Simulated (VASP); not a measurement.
A run of VASP 6.6.1 is set up as follows.

Contents of INCAR:

```
SYSTEM = W
PREC = Accurate
ENCUT = 520
EDIFF = 1E-6
ISMEAR = -1
SIGMA = 0.05
LREAL = .FALSE.
LASPH = .TRUE.
NELM = 80
ALGO = Normal
ISIF = 2
LWAVE = .FALSE.
LCHARG = .FALSE.
GGA = CA
NBANDS = 13
```

KPOINTS

```
Automatic mesh
0
G
  11 11 11
  0 0 0
```

Contents of POSCAR:

```
W
1.0
    0.0000000000      1.9885598007      1.9885598007
    1.9885598007      0.0000000000      1.9885598007
    1.9885598007      1.9885598007      0.0000000000
W
1
Direct
    0.0000000000      0.0000000000      0.0000000000
```

Potentials or basis: VASP PAW LDA potentials, release 64 (W_sv).

Launch:

```bash
$ cat potpaw_LDA.64/W_sv/POTCAR > POTCAR
$ mpirun -np 1 vasp_std > vasp.out
```

**Question.** Estimate the pressure.

**Answer.** 1.7 GPa.

**Question.** What does it give for the band gap on the k mesh?

**Answer.** Zero (band 7 reaches 13.99 eV, above the bottom of band 8 at 10.31 eV).

Caveat: spin-orbit coupling is left out, which moves the levels of the heavy elements.
